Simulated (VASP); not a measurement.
# WAu (F-43m) in VASP: notebook

Aim: see how the results for WAu move with the level of theory and the settings. Levels: PBE-based screened hybrid with 25 % exact exchange, PBE. Tasks: relaxation of cell and atoms, single point.

Program: VASP 6.6.1. These are calculated values, not measurements. Logs are shortened: lines on timing, memory, paths and dates and some standing lists are left out, and cuts for length are marked.

### 1 The cell of the first run

It takes space group F-43m (No. 216, cubic). Conventional cell: a = 5.496 Å, b = 5.496 Å, c = 5.496 Å, α = 90.00°, β = 90.00°, γ = 90.00°. W (site symmetry -43m) has 4 Au at 2.38 Å within 3.1 Å. Within 3.1 Å of Au (site symmetry -43m) lie 4 W at 2.38 Å.

### 2 Relaxation of cell and atoms, PBE-based screened hybrid with 25 % exact exchange

Input file POSCAR:

```
WAu
1.0
    0.0000000000      2.7479792600      2.7479792600
    2.7479792600      0.0000000000      2.7479792600
    2.7479792600      2.7479792600      0.0000000000
W Au
1 1
Direct
    0.0000000000      0.0000000000      0.0000000000
    0.7500000000      0.7500000000      0.7500000000
```

Input file INCAR.step1:

```
SYSTEM = WAu
PREC = Accurate
ENCUT = 600
EDIFF = 1E-5
ISMEAR = -1
SIGMA = 0.05
LREAL = .FALSE.
LASPH = .TRUE.
NELM = 80
ALGO = Normal
LWAVE = .TRUE.
LCHARG = .FALSE.
GGA = PE
NBANDS = 20
```

Input file INCAR.step2:

```
SYSTEM = WAu
PREC = Accurate
ENCUT = 600
EDIFF = 1E-6
ISMEAR = -1
SIGMA = 0.05
LREAL = .FALSE.
LASPH = .TRUE.
NELM = 80
ALGO = Normal
ISIF = 3
LWAVE = .FALSE.
LCHARG = .FALSE.
GGA = PE
LHFCALC = .TRUE.
AEXX = 0.25
HFSCREEN = 0.3
PRECFOCK = Normal
IBRION = 2
NSW = 60
EDIFFG = -0.01
ISTART = 1
```

Input file KPOINTS:

```
regular mesh
0
G
  4 4 4
  0 0 0
```

Potentials or basis: VASP PAW PBE potentials, release 64 (W_sv, Au).

Run with:

```sh
> cat potpaw_PBE.64/W_sv/POTCAR potpaw_PBE.64/Au/POTCAR > POTCAR
> cp INCAR.step1 INCAR
> mpirun -np 1 vasp_std > vasp.out
> cp INCAR.step2 INCAR
> mpirun -np 1 vasp_std > vasp.out
```

OUTCAR:

```text
SYSTEM = WAu
   PREC = Accurate
   ENCUT = 600
   EDIFF = 1E-6
   ISMEAR = -1
   LREAL = .FALSE.
   LASPH = .TRUE.
   NELM = 80
   ISIF = 3
   GGA = PE
   LHFCALC = .TRUE.
   AEXX = 0.25
   HFSCREEN = 0.3
   PRECFOCK = Normal
   IBRION = 2
   NSW = 60
   EDIFFG = -0.01
   ISTART = 1

 ion  position               nearest neighbor table
   1  0.000  0.000  0.000-   2 2.38   2 2.38   2 2.38   2 2.38
   2  0.750  0.750  0.750-   1 2.38   1 2.38   1 2.38   1 2.38

  LATTYP: Found a face centered cubic cell.
 ALAT       =     5.4959585200

  Lattice vectors:

 A1 = (   0.0000000000,   2.7479792600,   2.7479792600)
 A2 = (   2.7479792600,   0.0000000000,   2.7479792600)
 A3 = (   2.7479792600,   2.7479792600,   0.0000000000)

Analysis of symmetry for initial positions (statically):
=====================================================================
 Subroutine PRICEL returns:
 Original cell was already a primitive cell.

 Routine SETGRP: Setting up the symmetry group for a
 face centered cubic supercell.

 Subroutine GETGRP returns: Found 24 space group operations
 (whereof 24 operations were pure point group operations)
 out of a pool of 48 trial point group operations.

The static configuration has the point symmetry T_d .

Analysis of symmetry for dynamics (positions and initial velocities):
=====================================================================
 Subroutine PRICEL returns:
 Original cell was already a primitive cell.

 Routine SETGRP: Setting up the symmetry group for a
 face centered cubic supercell.

 Subroutine GETGRP returns: Found 24 space group operations
 (whereof 24 operations were pure point group operations)
 out of a pool of 48 trial point group operations.

The dynamic configuration has the point symmetry T_d .

 Subroutine INISYM returns: Found 24 space group operations
 (whereof 24 operations are pure point group operations),
 and found     1 'primitive' translations

----------------------------------------------------------------------------------------

                                     Primitive cell

  volume of cell :      41.5021

  direct lattice vectors                    reciprocal lattice vectors
     0.000000000  2.747979260  2.747979260    -0.181951883  0.181951883  0.181951883
     2.747979260  0.000000000  2.747979260     0.181951883 -0.181951883  0.181951883
     2.747979260  2.747979260  0.000000000     0.181951883  0.181951883 -0.181951883

  length of vectors
     3.886229539  3.886229539  3.886229539     0.315149905  0.315149905  0.315149905

  position of ions in fractional coordinates (direct lattice)
     0.000000000  0.000000000  0.000000000
     0.750000000  0.750000000  0.750000000

  ion indices of the primitive-cell ions
   primitive index   ion index
                 1           1
                 2           2

----------------------------------------------------------------------------------------

 KPOINTS: regular mesh

Automatic generation of k-mesh.
 Grid dimensions read from file:
 generate k-points for:    4    4    4

 Generating k-lattice:

  Cartesian coordinates                     Fractional coordinates (reciprocal lattice)
    -0.045487971  0.045487971  0.045487971     0.250000000  0.000000000  0.000000000
     0.045487971 -0.045487971  0.045487971     0.000000000  0.250000000  0.000000000
     0.045487971  0.045487971 -0.045487971     0.000000000  0.000000000  0.250000000

  Length of vectors
     0.078787476  0.078787476  0.078787476

  Shift w.r.t. Gamma in fractional coordinates (k-lattice)
     0.000000000  0.000000000  0.000000000

 Subroutine IBZKPT returns following result:
 ===========================================

 Found      8 irreducible k-points:

 Following reciprocal coordinates:
            Coordinates               Weight
  0.000000  0.000000  0.000000      1.000000
  0.250000  0.000000  0.000000      8.000000
  0.500000  0.000000  0.000000      4.000000
  0.250000  0.250000  0.000000      6.000000
  0.500000  0.250000  0.000000     24.000000
 -0.250000  0.250000  0.000000     12.000000
  0.500000  0.500000  0.000000      3.000000
 -0.250000  0.500000  0.250000      6.000000
   k-points           NKPTS =      8   k-points in BZ     NKDIM =     64   number of bands    NBANDS=     16
   number of dos      NEDOS =    301   number of ions     NIONS =      2
   total plane-waves  NPLWV =  32768
   dimension x,y,z NGX =    32 NGY =   32 NGZ =   32
   dimension x,y,z NGXF=    64 NGYF=   64 NGZF=   64
   ions per type =               1   1
   NGX,Y,Z   is equivalent  to a cutoff of  13.69, 13.69, 13.69 a.u.
   NGXF,Y,Z  is equivalent  to a cutoff of  27.38, 27.38, 27.38 a.u.
 SYSTEM =  WAu
   PREC   = accura    normal or accurate (medium, high low for compatibility)
   ISTART =      1    job   : 0-new  1-cont  2-samecut
   ICHARG =      0    charge: 1-file 2-atom 10-const
   ISPIN  =      1    spin polarized calculation?
   LNONCOLLINEAR =      F non collinear calculations
   LSORBIT =      F    spin-orbit coupling
   LASPH  =      T    aspherical Exc in radial PAW
   ENCUT  =  600.0 eV  44.10 Ry    6.64 a.u.   7.76  7.76  7.76*2*pi/ulx,y,z
   NELM   =     80;   NELMIN=  2; NELMDL=  0     # of ELM steps
   EDIFF  = 0.1E-05   stopping-criterion for ELM
   LREAL  =      F    real-space projection
   EDIFFG = -.1E-01   stopping-criterion for IOM
   NSW    =     60    number of steps for IOM
   IBRION =      2    ionic relax: 0-MD 1-quasi-New 2-CG
   NFREE  =      1    steps in history (QN), initial steepest desc. (CG)
   ISIF   =      3    stress and relaxation
   ISYM   =      3    0-nonsym 1-usesym 2-fastsym
   POTIM  = 0.5000    time-step for ionic-motion
   TEBEG  =    0.0;   TEEND  =   0.0 temperature during run
   PSTRESS=    0.0 pullay stress
   NELECT =      25.0000    total number of electrons
   NUPDOWN=      -1.0000    fix difference up-down
   EMIN   =  10.00;   EMAX   =-10.00  energy-range for DOS
   EFERMI =   0.00;   METHOD = LEGACY
   ISMEAR =    -1;   SIGMA  =   0.05  broadening in eV -4-tet -1-fermi 0-gaus
   EFERMI_NEDOS =   21; number of points for ismear=-14 and -15
   IALGO  =     38    algorithm
   IMIX   =      1    mixing-type and parameters
     AMIX     =   0.40;   BMIX     =  1.00
     AMIX_MAG =   1.60;   BMIX_MAG =  1.00
  volume/ion in A,a.u.               =      20.75       140.04
  Fermi-wavevector in a.u.,A,eV,Ry     =   1.382605  2.612744 26.008842  1.911596
  Thomas-Fermi vector in A             =   2.507280
   LORBIT       =      0    0 simple, 1 ext, 2 COOP (PROOUT), +10 PAW based schemes
   GGA     = PE    functional components
   LHFCALC =     T    Hartree Fock is set to
   PRECFOCK=normal    Normal, Fast or Accurate (Low or Medium for compatibility)
   ENCUT4O =  -1.0   cutoff for four orbital integrals eV
   NKREDX  =     1    reduce k-point grid by
   NKREDY  =     1    reduce k-point grid by
   NKREDZ  =     1    reduce k-point grid by
   AEXX    =    0.2500 exact exchange contribution
   HFSCREEN=    0.3000 screening length (either q_TF or 0.3 A-1)
   HFSCREENC=   0.3000 screening length for correlation (either q_TF or 0.3 A-1)
   ENCUTFOCK=  -1.0 apply spherical cutoff to Coloumb kernel
   IVDW    =     0    specifies the selected vdW correction
   LEPSILON=     F    determine dielectric tensor
   LRPA    =     F    only Hartree local field effects (RPA)
 conjugate gradient relaxation of ions
 non-spin polarized calculation
  energy-cutoff  :      600.00
  volume of cell :       41.50
 maximum number of plane-waves:      1411
 NGX is ok and might be reduce to    32
  NGX = 24; NGY = 24; NGZ = 24

--------------------------------------- Ionic step        1  -------------------------------------------

 number of electron      24.9999999 magnetization

 Free energy of the ion-electron system (eV)
  ---------------------------------------------------
  ext. energy  EPLUGINS =         0.00000000
  ---------------------------------------------------
  free energy    TOTEN  =       -12.74454948 eV

  energy without entropy =      -12.68950314  energy(sigma->0) =      -12.71702631

------------------------ aborting loop because EDIFF is reached ----------------------------------------

  FORCE on cell =-STRESS in cart. coord.  units (eV):
  Direction    XX          YY          ZZ          XY          YZ          ZX
  --------------------------------------------------------------------------------------
  -------------------------------------------------------------------------------------
  Total        7.5139325      7.5139325      7.5139325      0.0000000      0.0000000      0.0000000
  in kB      290.0731435    290.0731435    290.0731435      0.0000000      0.0000000      0.0000000
  external PRESSURE =     290.0731435 kB  Pullay stress =       0.0000000 kB
[... 21 lines left out ...]
  energy  without entropy=      -12.6895031392  energy(sigma->0) =      -12.71702631

--------------------------------------- Ionic step        2  -------------------------------------------

 number of electron      25.0000001 magnetization

 E-fermi :   2.4427     XC(G=0):  -7.7065

 val. band max:        2.4021659768   @ k =   0.5000   0.2500   0.0000
 cond. band min:       2.4462738279   @ k =   0.5000   0.2500   0.0000
 fundamental gap:      0.0441078510
 Fermi energy:         2.4426937511

 k-point     1 :       0.0000    0.0000    0.0000
  band No.  band energies     occupation
      1     -76.4150      2.00000
      2     -39.0103      2.00000
      3     -39.0103      2.00000
      4     -39.0103      2.00000
      5      -3.8967      2.00000
      6      -2.6716      2.00000
[... 8 lines left out ...]
     15       3.4955      0.00000
     16       9.7932      0.00000
[... 236 lines left out ...]
  energy  without entropy=      -13.2017373964  energy(sigma->0) =      -13.22826180

--------------------------------------- Ionic step        5  -------------------------------------------

 number of electron      25.0000000 magnetization

 Free energy of the ion-electron system (eV)
  ---------------------------------------------------
  ext. energy  EPLUGINS =         0.00000000
  ---------------------------------------------------
  free energy    TOTEN  =       -13.25511680 eV

  energy without entropy =      -13.20203618  energy(sigma->0) =      -13.22857649

 E-fermi :   5.6297     XC(G=0):  -9.0639

 val. band max:        5.6285583855   @ k =   0.5000   0.2500   0.0000
 cond. band min:       6.2872859981   @ k =   0.5000   0.5000   0.0000
 fundamental gap:      0.6587276126
 Fermi energy:         5.6297335697

 k-point     1 :       0.0000    0.0000    0.0000
  band No.  band energies     occupation
      1     -72.7268      2.00000
      2     -35.4437      2.00000
      3     -35.4437      2.00000
      4     -35.4437      2.00000
      5      -2.7013      2.00000
      6      -1.0363      2.00000
[... 8 lines left out ...]
     15       7.5578      0.00000
     16      14.8397      0.00000
[... 160 lines left out ...]
  FREE ENERGIE OF THE ION-ELECTRON SYSTEM (eV)
  ---------------------------------------------------
  free  energy   TOTEN  =       -13.2551167970 eV

  energy  without entropy=      -13.2020361813  energy(sigma->0) =      -13.22857649

 reached required accuracy - stopping structural energy minimisation
```

Run time: 38 min. Hardware: 1 thread of Intel Xeon 6975P-C (Granite Rapids), shared host; peak memory 0.31 GiB.

What came out:

* Free energy: -13.2551 eV
* Relaxed volume: 24.00 Å³/atom
* Relaxed cell: a = 4.079 Å, b = 4.079 Å, c = 4.079 Å, α = 60.00°, β = 60.00°, γ = 60.00°
* Space group after relaxing (to 0.1 Å): F-43m (No. 216)
* Pressure after relaxing: 0.0 GPa
* Band gap on the k mesh: zero (an odd number of electrons rules out a gap without spin polarisation)

Final structure:
```
CELL_PARAMETERS angstrom
0.00000 2.88439 2.88439
2.88439 0.00000 2.88439
2.88439 2.88439 0.00000
ATOMIC_POSITIONS crystal
W 0.00000 0.00000 0.00000
Au 0.75000 0.75000 0.75000
```

Caveat: the k points lie up to 0.47 Å⁻¹ apart in the final cell, too coarse for converged energies and pressures of a metal; the volume moved by over 15 % at a fixed basis, so the end points are rough; the PAW data sets were made with another functional, which shifts forces and pressure a little; spin-orbit coupling is left out, which moves the levels of the heavy elements.

### 3 Single point, PBE

Input file INCAR:

```
SYSTEM = WAu
PREC = Accurate
ENCUT = 520
EDIFF = 1E-7
ISMEAR = 0
SIGMA = 0.011
LREAL = .FALSE.
LASPH = .TRUE.
NELM = 100
ALGO = Normal
ISIF = 2
LWAVE = .FALSE.
LCHARG = .TRUE.
GGA = PE
LELF = .TRUE.
LVHAR = .TRUE.
NBANDS = 20
```

Input file KPOINTS:

```
Automatic mesh
0
G
  8 8 8
  0 0 0
```

POSCAR is that of step 2.

Potentials or basis: VASP PAW PBE potentials, release 64 (W_sv, Au).

Run with:

```sh
> cat potpaw_PBE.64/W_sv/POTCAR potpaw_PBE.64/Au/POTCAR > POTCAR
> mpirun -np 1 vasp_std > vasp.out
```

Run time: 40 s. Hardware: 1 thread of AMD EPYC 7R13, shared host; peak memory 0.15 GiB.

The run converged. Its results:

```yaml
Free_energy: -11.6348 eV
Pressure: 33.1 GPa
Band_gap_on_the_k_mesh: zero (an odd number of electrons rules out a gap without spin polarisation)
```

Levels at points of the mesh, in eV from the Fermi level:
```
           k point  band 9  band 10  band 11  band 12  band 13  band 14  band 15  band 16  band 17  band 18
(0.00, 0.00, 0.00)   -6.29    -6.29    -0.82    -0.82    -0.82     2.17     2.17     9.24    11.82    11.82
(0.50, 0.00, 0.00)   -6.38    -5.55    -2.17    -0.18    -0.18     1.86     1.86     2.65     8.89     9.12
(0.50, 0.50, 0.00)   -5.66    -4.19    -3.16     0.42     1.51     2.02     2.02     3.71     3.77     3.77
```

Caveat: the cell stands under pressure; spin-orbit coupling is left out, which moves the levels of the heavy elements.

### 4 Single point, PBE

Input file INCAR:

```
PREC     = Accurate       # precision mode
ENCUT    = 520            # plane-wave cutoff, eV
EDIFF    = 1E-6           # SCF threshold, eV
ISMEAR   = -1             # smearing method
SIGMA    = 0.05           # smearing width, eV
LREAL    = F              # projectors in reciprocal space
LASPH    = T              # aspherical terms in the spheres
NELM     = 60             # most SCF steps
ALGO     = Fast           # electronic algorithm
ISIF     = 2              # what is computed and relaxed
LWAVE    = F              # write WAVECAR
LCHARG   = F              # write CHGCAR
GGA      = PE             # functional
NBANDS   = 20             # bands
```

Input file KPOINTS:

```
Automatic mesh
0
Gamma
  8 8 8
```

POSCAR is that of step 3.

Potentials or basis: VASP PAW PBE potentials, release 64 (W_sv, Au).

Run with:

```sh
> cat potpaw_PBE.64/W_sv/POTCAR potpaw_PBE.64/Au/POTCAR > POTCAR
> mpirun -np 1 vasp_std > vasp.out
```

OUTCAR:

```text
PREC = Accurate
   ENCUT = 520
   EDIFF = 1E-6
   ISMEAR = -1
   LREAL = F
   LASPH = T
   NELM = 60
   ISIF = 2
   GGA = PE

 ion  position               nearest neighbor table
   1  0.000  0.000  0.000-   2 2.38   2 2.38   2 2.38   2 2.38
   2  0.750  0.750  0.750-   1 2.38   1 2.38   1 2.38   1 2.38

  LATTYP: Found a face centered cubic cell.
 ALAT       =     5.4959585200

  Lattice vectors:

[... 187 lines left out ...]
  band No.  band energies     occupation
      1     -66.4360      2.00000
      2     -30.7431      2.00000
      3     -30.7431      2.00000
      4     -30.7431      2.00000
      5      -0.8951      2.00000
      6       0.9327      2.00000
[... 541 lines left out ...]
     19      18.1647      0.00000
     20      22.0272      0.00000

 [... further k-points ...]
[... 5 lines left out ...]
  --------------------------------------------------------------------------------------
  -------------------------------------------------------------------------------------
  Total        8.5800055      8.5800055      8.5800055      0.0000000      0.0000000      0.0000000
  in kB      331.2285793    331.2285793    331.2285793      0.0000000      0.0000000      0.0000000
  external PRESSURE =     331.2285793 kB  Pullay stress =       0.0000000 kB

 VOLUME and BASIS-vectors are now :
 -----------------------------------------------------------------------------
  energy-cutoff  :      520.00
  volume of cell :       41.50
      direct lattice vectors                 reciprocal lattice vectors
     0.000000000  2.747979260  2.747979260    -0.181951883  0.181951883  0.181951883
     2.747979260  0.000000000  2.747979260     0.181951883 -0.181951883  0.181951883
     2.747979260  2.747979260  0.000000000     0.181951883  0.181951883 -0.181951883

 POSITION                                       TOTAL-FORCE (eV/Angst)
 -----------------------------------------------------------------------------------
      0.00000      0.00000      0.00000        -0.000000     -0.000000     -0.000000
      4.12197      4.12197      4.12197         0.000000      0.000000      0.000000
 -----------------------------------------------------------------------------------
    total drift:                                0.000001      0.000001      0.000001

  FREE ENERGIE OF THE ION-ELECTRON SYSTEM (eV)
  ---------------------------------------------------
  free  energy   TOTEN  =       -11.6433136480 eV

  energy  without entropy=      -11.6270341974  energy(sigma->0) =      -11.63517392
```

OSZICAR:

```text
N       E                     dE             d eps       ncg     rms          rms(c)
DAV:   1     0.203393467656E+03    0.20339E+03   -0.12774E+04  1160   0.128E+03
DAV:   2    -0.662272133437E+01   -0.21002E+03   -0.20307E+03  1292   0.363E+02
DAV:   3    -0.128568481600E+02   -0.62341E+01   -0.61636E+01  1304   0.609E+01
DAV:   4    -0.129142289401E+02   -0.57381E-01   -0.57372E-01  1280   0.614E+00
DAV:   5    -0.129152272059E+02   -0.99827E-03   -0.99826E-03  1300   0.800E-01    0.198E+01
RMM:   6    -0.118514750017E+02    0.10638E+01   -0.24723E+00  1202   0.935E+00    0.102E+01
RMM:   7    -0.116854124789E+02    0.16606E+00   -0.42900E-01  1269   0.460E+00    0.329E+00
RMM:   8    -0.116483845313E+02    0.37028E-01   -0.92873E-02  1386   0.224E+00    0.117E+00
RMM:   9    -0.116432824849E+02    0.51020E-02   -0.17636E-02  1301   0.104E+00    0.196E-01
RMM:  10    -0.116432240839E+02    0.58401E-04   -0.36308E-03  1418   0.451E-01    0.140E-01
RMM:  11    -0.116433027371E+02   -0.78653E-04   -0.95566E-04  1540   0.220E-01    0.384E-02
RMM:  12    -0.116433128535E+02   -0.10116E-04   -0.15817E-04  1537   0.970E-02    0.139E-02
RMM:  13    -0.116433138077E+02   -0.95419E-06   -0.21239E-05  1320   0.328E-02    0.588E-03
RMM:  14    -0.116433136480E+02    0.15971E-06   -0.54060E-06  1001   0.150E-02
   1 F= -.11643314E+02 E0= -.11635174E+02  d E =-.162795E-01
```

It took 49 s on 1 thread of AMD EPYC 7R13, shared host; peak memory 0.15 GiB.

What came out:

```yaml
Free_energy: -11.6433 eV
Pressure: 33.1 GPa
Band_gap_on_the_k_mesh: zero (an odd number of electrons rules out a gap without spin polarisation)
```

Caveat: the cell stands under pressure; spin-orbit coupling is left out, which moves the levels of the heavy elements.

### 5 The runs side by side

| task | level | cell | k mesh | cutoff (eV) | smearing | grid for exact exchange (PRECFOCK) | share of exact exchange | screening parameter | gap on the mesh (eV) | pressure (GPa) |
| --- | --- | --- | --- | --- | --- | --- | --- | --- | --- | --- |
| relaxation of cell and atoms | PBE-based screened hybrid with 25 % exact exchange | relaxed | 4 × 4 × 4 | 600 | fermi-dirac 0.05 eV | Normal | 0.25 | 0.3 1/Å | none | 0.0 |
| single point | PBE | as given | 8 × 8 × 8 | 520 | gaussian 0.011 eV | - | - | - | none | 33.1 |
| single point | PBE | as given | 8 × 8 × 8 | 520 | fermi-dirac 0.05 eV | - | - | - | none | 33.1 |

Alike in all rows: potentials or basis VASP PAW PBE potentials, release 64 (W_sv, Au); no spin polarisation.

Caveats: some runs use coarse meshes; spin-orbit coupling is left out, which moves the levels of the heavy elements; the cell stands under pressure (at least some runs); the volume moved by over 15 % at a fixed basis, so the end points are rough (at least some runs); the PAW data sets were made with another functional, which shifts forces and pressure a little (at least some runs).

Total energies depend on the potentials used, so only differences within one code and one set of settings carry meaning.
